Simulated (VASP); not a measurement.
A run of VASP 6.6.1:

INCAR

```
SYSTEM = BN
PREC = Accurate
ENCUT = 600
EDIFF = 1E-7
ISMEAR = -1
SIGMA = 0.02
LREAL = .False.
LASPH = .True.
NELM = 100
ALGO = Normal
ISIF = 3
LWAVE = .False.
LCHARG = .False.
GGA = PE
IBRION = 2
NSW = 80
EDIFFG = -0.005
```

KPOINTS

```
regular mesh
0
Gamma
  12 12 4
  0 0 0
```

Contents of POSCAR:

```
BN
1.0
    2.3841700163      0.0000000000      0.0000000000
   -1.1920850082      2.0647518011      0.0000000000
    0.0000000000      0.0000000000      7.7866992733
B N
4 4
Direct
    0.0000000000      0.0000000000      0.0000000000
    0.3333333333      0.6666666667      0.2500000000
    0.0000000000      0.0000000000      0.5000000000
    0.6666666667      0.3333333333      0.7500000000
    0.0000000000      0.0000000000      0.1875000000
    0.3333333333      0.6666666667      0.4375000000
    0.0000000000      0.0000000000      0.6875000000
    0.6666666667      0.3333333333      0.9375000000
```

Potentials or basis: VASP PAW PBE potentials, release 64 (B, N).

Launch:

```console
$ cat potpaw_PBE.64/B/POTCAR potpaw_PBE.64/N/POTCAR > POTCAR
$ mpirun -np 1 vasp_std > vasp.out
```

Hardware: 1 thread of Intel Xeon 8259CL (shared host).

Problem. How long does it take, and how much memory?

Solution. Wall time 8.1 min on 1 thread of Intel Xeon 8259CL, with other jobs on the host, peak memory 0.19 GiB. Counts: scf iterations 76, k points 57, ion steps 9.
